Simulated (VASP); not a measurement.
Crystal: Co.

```
Co
1.0
     0.00000    1.81400    1.81400
     1.81400    0.00000    1.81400
     1.81400    1.81400    0.00000
Co
1
Direct
  0.00000 0.00000 0.00000
```

Base run:

* Program: VASP 6.6.1
* Functional: PBE
* Potentials or basis: VASP PAW PBE potentials, release 64 (Co)
* Cutoff: 520 eV
* k mesh: 11 × 11 × 11
* Occupations: fermi-dirac, width 0.1 eV
* Spin: collinear spin, ferromagnetic start
* Starting moments: [3.4] μB
* Fixed moment: 3.4 μB

Its results: pressure 37.1 GPa; site moments Co +3.18 μB.

The run is repeated on the same cell with these changes: fixed moment from 3.4 μB to 2.97 μB; moments at the start from [3.4] to [2.97]. What comes out?

Pressure 15.7 GPa; site moments Co +2.82 μB.

Caveats: the total moment is fixed, so each spin has its own Fermi level.
